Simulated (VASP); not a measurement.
# Sr3BP (R-3c) in VASP: single point with PBE

Aim: the single point of Sr3BP with PBE.

Everything below comes from runs of VASP 6.6.1. Logs are shortened: lines on timing, memory, paths and dates and some standing lists are left out, and cuts for length are marked.

## 1. The cell of the first run

The structure is trigonal, space group R-3c (No. 167). Conventional cell: a = 7.765 Å, b = 7.765 Å, c = 19.020 Å, α = 90.00°, β = 90.00°, γ = 120.00°. Sr (site symmetry 2) has 2 B at 2.81 Å and 1 P at 3.26 Å within 3.7 Å. B (site symmetry -3) has 6 Sr at 2.81 Å within 3.7 Å. Within 4.3 Å of P (site symmetry 32) lie 9 Sr at 3.26 to 3.93 Å.

## 2. Single point, PBE

Contents of INCAR:

```
  ALGO = Normal
  EDIFF = 1E-7
  ENCUT = 520
  GGA = PE
  ISIF = 2
  ISMEAR = 0
  LASPH = T
  LCHARG = F
  LREAL = F
  LWAVE = F
  NBANDS = 49
  NELM = 60
  PREC = Accurate
  SIGMA = 0.1
```

Contents of KPOINTS:

```
k-points
0
Gamma
  4 4 4
```

Contents of POSCAR:

```
Sr3BP
1.0
    3.8825373800      2.2415840000      6.3401569900
   -3.8825373800      2.2415840000      6.3401569900
    0.0000000000     -4.4831680000      6.3401569900
Sr B P
6 2 2
Direct
    0.8295571500      0.2500000000      0.6704428500
    0.6704428500      0.8295571500      0.2500000000
    0.2500000000      0.6704428500      0.8295571500
    0.1704428500      0.7500000000      0.3295571500
    0.3295571500      0.1704428500      0.7500000000
    0.7500000000      0.3295571500      0.1704428500
    0.5000000000      0.5000000000      0.5000000000
    0.0000000000      0.0000000000      0.0000000000
    0.7500000000      0.7500000000      0.7500000000
    0.2500000000      0.2500000000      0.2500000000
```

Potentials or basis: VASP PAW PBE potentials, release 64 (Sr_sv, B, P).

The run is started by

```
> cat potpaw_PBE.64/Sr_sv/POTCAR potpaw_PBE.64/B/POTCAR potpaw_PBE.64/P/POTCAR > POTCAR
> mpirun -np 1 vasp_std > vasp.out
```

OUTCAR:

```text
EDIFF = 1E-7
   ENCUT = 520
   GGA = PE
   ISIF = 2
   ISMEAR = 0
   LASPH = T
   LREAL = F
   NELM = 60
   PREC = Accurate

 ion  position               nearest neighbor table
   1  0.830  0.250  0.670-   8 2.81   7 2.81  10 3.26   6 3.93   6 3.93   9 3.93   5 3.93   5 3.93
                             9 3.93   2 4.03   2 4.03   3 4.03   3 4.03   4 4.70   4 4.70
   2  0.670  0.830  0.250-   7 2.81   8 2.81  10 3.26   9 3.93   9 3.93   6 3.93   4 3.93   6 3.93
                             4 3.93   1 4.03   3 4.03   3 4.03   1 4.03   5 4.70   5 4.70
   3  0.250  0.670  0.830-   7 2.81   8 2.81  10 3.26   4 3.93   4 3.93   5 3.93   9 3.93   5 3.93
                             9 3.93   2 4.03   2 4.03   1 4.03   1 4.03   6 4.70   6 4.70
   4  0.170  0.750  0.330-   8 2.81   7 2.81   9 3.26   3 3.93   3 3.93  10 3.93   2 3.93  10 3.93
                             2 3.93   5 4.03   5 4.03   6 4.03   6 4.03   1 4.70   1 4.70
   5  0.330  0.170  0.750-   7 2.81   8 2.81   9 3.26  10 3.93  10 3.93   1 3.93   3 3.93   3 3.93
                             1 3.93   6 4.03   4 4.03   4 4.03   6 4.03   2 4.70   2 4.70
   6  0.750  0.330  0.170-   7 2.81   8 2.81   9 3.26   1 3.93   1 3.93   2 3.93  10 3.93  10 3.93
                             2 3.93   5 4.03   5 4.03   4 4.03   4 4.03   3 4.70   3 4.70
   7  0.500  0.500  0.500-   2 2.81   5 2.81   3 2.81   6 2.81   1 2.81   4 2.81
   8  0.000  0.000  0.000-   2 2.81   5 2.81   4 2.81   1 2.81   3 2.81   6 2.81
   9  0.750  0.750  0.750-   4 3.26   6 3.26   5 3.26   2 3.93   2 3.93   1 3.93   3 3.93   1 3.93
                             3 3.93
  10  0.250  0.250  0.250-   1 3.26   3 3.26   2 3.26   5 3.93   5 3.93   6 3.93   4 3.93   4 3.93
                             6 3.93

  LATTYP: Found a face centered cubic cell.
 ALAT       =    10.9814740353

  Lattice vectors:

 A1 = (   3.8825373800,   2.2415840000,   6.3401569900)
 A2 = (  -3.8825373800,   2.2415840000,   6.3401569900)
 A3 = (   0.0000000000,  -4.4831680000,   6.3401569900)

Analysis of symmetry for initial positions (statically):
=====================================================================
 Subroutine PRICEL returns:
 Original cell was already a primitive cell.

 Routine SETGRP: Setting up the symmetry group for a
 face centered cubic supercell.

 Subroutine GETGRP returns: Found 12 space group operations
 (whereof  6 operations were pure point group operations)
 out of a pool of 48 trial point group operations.

The static configuration has the point symmetry S_6 .
 The point group associated with its full space group is D_3d.

Analysis of symmetry for dynamics (positions and initial velocities):
=====================================================================
 Subroutine PRICEL returns:
 Original cell was already a primitive cell.

 Routine SETGRP: Setting up the symmetry group for a
 face centered cubic supercell.

 Subroutine GETGRP returns: Found 12 space group operations
 (whereof  6 operations were pure point group operations)
 out of a pool of 48 trial point group operations.

The dynamic configuration has the point symmetry S_6 .
 The point group associated with its full space group is D_3d.

 Subroutine INISYM returns: Found 12 space group operations
 (whereof  6 operations are pure point group operations),
 and found     1 'primitive' translations

----------------------------------------------------------------------------------------

                                     Primitive cell

  volume of cell :     331.0716

  direct lattice vectors                    reciprocal lattice vectors
     3.882537380  2.241584000  6.340156990     0.128781761  0.074352184  0.052574934
    -3.882537380  2.241584000  6.340156990    -0.128781761  0.074352184  0.052574934
     0.000000000 -4.483168000  6.340156990     0.000000000 -0.148704369  0.052574934

  length of vectors
     7.765074758  7.765074758  7.765074757     0.157724801  0.157724801  0.157724801

  position of ions in fractional coordinates (direct lattice)
     0.829557150  0.250000000  0.670442850
     0.670442850  0.829557150  0.250000000
     0.250000000  0.670442850  0.829557150
     0.170442850  0.750000000  0.329557150
     0.329557150  0.170442850  0.750000000
     0.750000000  0.329557150  0.170442850
     0.500000000  0.500000000  0.500000000
     0.000000000  0.000000000  0.000000000
     0.750000000  0.750000000  0.750000000
     0.250000000  0.250000000  0.250000000

  ion indices of the primitive-cell ions
   primitive index   ion index
                 1           1
                 2           2
                 3           3
                 4           4
                 5           5
                 6           6
                 7           7
                 8           8
                 9           9
                10          10

----------------------------------------------------------------------------------------

 KPOINTS: k-points

Automatic generation of k-mesh.
 Grid dimensions read from file:
 generate k-points for:    4    4    4

 Generating k-lattice:

  Cartesian coordinates                     Fractional coordinates (reciprocal lattice)
     0.032195440  0.018588046  0.013143733     0.250000000  0.000000000  0.000000000
    -0.032195440  0.018588046  0.013143733     0.000000000  0.250000000  0.000000000
     0.000000000 -0.037176092  0.013143733     0.000000000  0.000000000  0.250000000

  Length of vectors
     0.039431200  0.039431200  0.039431200

  Shift w.r.t. Gamma in fractional coordinates (k-lattice)
     0.000000000  0.000000000  0.000000000

 Subroutine IBZKPT returns following result:
 ===========================================

 Found     13 irreducible k-points:

 Following reciprocal coordinates:
            Coordinates               Weight
  0.000000  0.000000  0.000000      1.000000
  0.250000  0.000000 -0.000000      6.000000
  0.250000  0.250000  0.250000      2.000000
  0.500000  0.000000 -0.000000      3.000000
  0.500000  0.500000  0.500000      1.000000
  0.250000  0.250000 -0.000000      6.000000
  0.500000  0.250000  0.000000     12.000000
  0.250000  0.250000 -0.250000      6.000000
  0.500000  0.250000  0.500000      6.000000
 -0.250000  0.250000  0.000000      6.000000
  0.250000  0.250000  0.500000      6.000000
  0.500000  0.500000 -0.000000      3.000000
 -0.250000  0.500000  0.250000      6.000000
   k-points           NKPTS =     13   k-points in BZ     NKDIM =     13   number of bands    NBANDS=     49
   number of dos      NEDOS =    301   number of ions     NIONS =     10
   total plane-waves  NPLWV = 216000
   dimension x,y,z NGX =    60 NGY =   60 NGZ =   60
   dimension x,y,z NGXF=   120 NGYF=  120 NGZF=  120
   ions per type =               6   2   2
   NGX,Y,Z   is equivalent  to a cutoff of  12.85, 12.85, 12.85 a.u.
   NGXF,Y,Z  is equivalent  to a cutoff of  25.69, 25.69, 25.69 a.u.
 SYSTEM =  unknown system
   PREC   = accura    normal or accurate (medium, high low for compatibility)
   ISTART =      0    job   : 0-new  1-cont  2-samecut
   ICHARG =      2    charge: 1-file 2-atom 10-const
   ISPIN  =      1    spin polarized calculation?
   LNONCOLLINEAR =      F non collinear calculations
   LSORBIT =      F    spin-orbit coupling
   LASPH  =      T    aspherical Exc in radial PAW
   ENCUT  =  520.0 eV  38.22 Ry    6.18 a.u.  14.44 14.44 14.44*2*pi/ulx,y,z
   NELM   =     60;   NELMIN=  2; NELMDL= -5     # of ELM steps
   EDIFF  = 0.1E-06   stopping-criterion for ELM
   LREAL  =      F    real-space projection
   EDIFFG = 0.1E-05   stopping-criterion for IOM
   NSW    =      0    number of steps for IOM
   IBRION =     -1    ionic relax: 0-MD 1-quasi-New 2-CG
   NFREE  =      0    steps in history (QN), initial steepest desc. (CG)
   ISIF   =      2    stress and relaxation
   ISYM   =      2    0-nonsym 1-usesym 2-fastsym
   POTIM  = 0.5000    time-step for ionic-motion
   TEBEG  =    0.0;   TEEND  =   0.0 temperature during run
   PSTRESS=    0.0 pullay stress
   NELECT =      76.0000    total number of electrons
   NUPDOWN=      -1.0000    fix difference up-down
   EMIN   =  10.00;   EMAX   =-10.00  energy-range for DOS
   EFERMI =   0.00;   METHOD = LEGACY
   ISMEAR =     0;   SIGMA  =   0.10  broadening in eV -4-tet -1-fermi 0-gaus
   EFERMI_NEDOS =   21; number of points for ismear=-14 and -15
   IALGO  =     38    algorithm
   IMIX   =      4    mixing-type and parameters
     AMIX     =   0.40;   BMIX     =  1.00
     AMIX_MAG =   1.60;   BMIX_MAG =  1.00
  volume/ion in A,a.u.               =      33.11       223.42
  Fermi-wavevector in a.u.,A,eV,Ry     =   1.002395  1.894251 13.671065  1.004795
  Thomas-Fermi vector in A             =   2.134879
   LORBIT       =      0    0 simple, 1 ext, 2 COOP (PROOUT), +10 PAW based schemes
   GGA     = PE    functional components
   LHFCALC =     F    Hartree Fock is set to
   AEXX    =    0.0000 exact exchange contribution
   IVDW    =     0    specifies the selected vdW correction
   LEPSILON=     F    determine dielectric tensor
   LRPA    =     F    only Hartree local field effects (RPA)
 non-spin polarized calculation
 Gauss-broadening in eV      SIGMA  =   0.10
  energy-cutoff  :      520.00
  volume of cell :      331.07
 maximum number of plane-waves:      8964
 NGX is ok and might be reduce to    60
   NGX = 29   NGY = 29   NGZ = 29

 number of electron      76.0000000 magnetization

 Free energy of the ion-electron system (eV)
  ---------------------------------------------------
  ext. energy  EPLUGINS =         0.00000000
  ---------------------------------------------------
  free energy    TOTEN  =       -33.96966353 eV

  energy without entropy =      -33.93110291  energy(sigma->0) =      -33.95038322

 E-fermi :   1.9147     XC(G=0):  -8.2137

 val. band max:        1.8753404013   @ k =   0.2500   0.2500  -0.2500
 cond. band min:       1.9407538822   @ k =   0.5000   0.2500   0.0000
 fundamental gap:      0.0654134808
 Fermi energy:         1.9146897215

 k-point     1 :       0.0000    0.0000    0.0000
  band No.  band energies     occupation
      1     -33.4417      2.00000
      2     -33.4165      2.00000
      3     -33.4165      2.00000
      4     -33.4108      2.00000
      5     -33.4030      2.00000
      6     -33.4030      2.00000
[... 41 lines left out ...]
     48       4.6144      0.00000
     49       4.6172      0.00000

 k-point     2 :       0.2500    0.0000   -0.0000
  band No.  band energies     occupation
      1     -33.4379      2.00000
      2     -33.4199      2.00000
      3     -33.4146      2.00000
      4     -33.4100      2.00000
      5     -33.4050      2.00000
      6     -33.4042      2.00000
[... 41 lines left out ...]
     48       4.5627      0.00000
     49       4.8713      0.00000

 k-point     3 :       0.2500    0.2500    0.2500
  band No.  band energies     occupation
      1     -33.4372      2.00000
      2     -33.4154      2.00000
      3     -33.4146      2.00000
      4     -33.4146      2.00000
      5     -33.4050      2.00000
      6     -33.4050      2.00000
[... 41 lines left out ...]
     48       4.5645      0.00000
     49       4.5967      0.00000

 k-point     4 :       0.5000    0.0000   -0.0000
  band No.  band energies     occupation
      1     -33.4288      2.00000
      2     -33.4288      2.00000
      3     -33.4099      2.00000
      4     -33.4099      2.00000
      5     -33.4072      2.00000
      6     -33.4072      2.00000
[... 405 lines left out ...]
     48       4.5062      0.00000
     49       4.6461      0.00000

 k-point    12 :       0.5000    0.5000   -0.0000
  band No.  band energies     occupation
      1     -33.4281      2.00000
      2     -33.4172      2.00000
      3     -33.4159      2.00000
      4     -33.4147      2.00000
      5     -33.4133      2.00000
      6     -33.4025      2.00000
[... 41 lines left out ...]
     48       4.6700      0.00000
     49       5.1590      0.00000

 k-point    13 :      -0.2500    0.5000    0.2500
  band No.  band energies     occupation
      1     -33.4243      2.00000
      2     -33.4243      2.00000
      3     -33.4156      2.00000
      4     -33.4156      2.00000
      5     -33.4059      2.00000
      6     -33.4059      2.00000
[... 41 lines left out ...]
     48       4.3939      0.00000
     49       5.0771      0.00000

------------------------ aborting loop because EDIFF is reached ----------------------------------------

  FORCE on cell =-STRESS in cart. coord.  units (eV):
  Direction    XX          YY          ZZ          XY          YZ          ZX
  --------------------------------------------------------------------------------------
  -------------------------------------------------------------------------------------
  Total       -4.9080743     -4.9080743     -4.4152204      0.0000000      0.0000000     -0.0000000
  in kB      -23.7519784    -23.7519783    -21.3668767      0.0000000      0.0000000     -0.0000000
  external PRESSURE =     -22.9569445 kB  Pullay stress =       0.0000000 kB

 VOLUME and BASIS-vectors are now :
 -----------------------------------------------------------------------------
  energy-cutoff  :      520.00
  volume of cell :      331.07
      direct lattice vectors                 reciprocal lattice vectors
     3.882537380  2.241584000  6.340156990     0.128781761  0.074352184  0.052574934
    -3.882537380  2.241584000  6.340156990    -0.128781761  0.074352184  0.052574934
     0.000000000 -4.483168000  6.340156990     0.000000000 -0.148704369  0.052574934

 POSITION                                       TOTAL-FORCE (eV/Angst)
 -----------------------------------------------------------------------------------
      2.25015     -0.58579     11.09527         0.171185      0.296502     -0.000000
     -0.61777      2.24158     11.09527        -0.342371     -0.000000      0.000000
     -1.63239     -1.65579     11.09527         0.171185     -0.296502     -0.000000
     -2.25015      0.58579      7.92520        -0.171185     -0.296502     -0.000000
      0.61777     -2.24158      7.92520         0.342371     -0.000000     -0.000000
      1.63239      1.65579      7.92520        -0.171185      0.296502     -0.000000
      0.00000      0.00000      9.51024         0.000000      0.000000     -0.000000
      0.00000      0.00000      0.00000         0.000000      0.000000     -0.000000
      0.00000      0.00000     14.26535         0.000000      0.000000     -0.000000
      0.00000      0.00000      4.75512         0.000000      0.000000     -0.000000
 -----------------------------------------------------------------------------------
    total drift:                               -0.000000      0.000000      0.000000

  FREE ENERGIE OF THE ION-ELECTRON SYSTEM (eV)
  ---------------------------------------------------
  free  energy   TOTEN  =       -33.9696635308 eV

  energy  without entropy=      -33.9311029099  energy(sigma->0) =      -33.95038322
```

Run time: 18 min. Hardware: 1 thread of AMD EPYC, shared host; peak memory 0.57 GiB.

Results:

```
Free energy            : -33.9697 eV
Pressure               : -2.3 GPa
Largest force          : 0.342 eV/Å
Band gap on the k mesh : zero (band 38 reaches 2.45 eV, above the bottom of band 39 at 1.81 eV)
```

Forces on the atoms (eV/Å):
```
Sr   0.171  0.297  0.000
Sr  -0.342  0.000  0.000
Sr   0.171 -0.297  0.000
Sr  -0.171 -0.297  0.000
Sr   0.342  0.000  0.000
Sr  -0.171  0.297  0.000
B    0.000  0.000  0.000
B    0.000  0.000  0.000
P    0.000  0.000  0.000
P    0.000  0.000  0.000
```

Stress tensor (GPa, compression positive):
```
-2.38  0.00  0.00
 0.00 -2.38  0.00
 0.00  0.00 -2.14
```
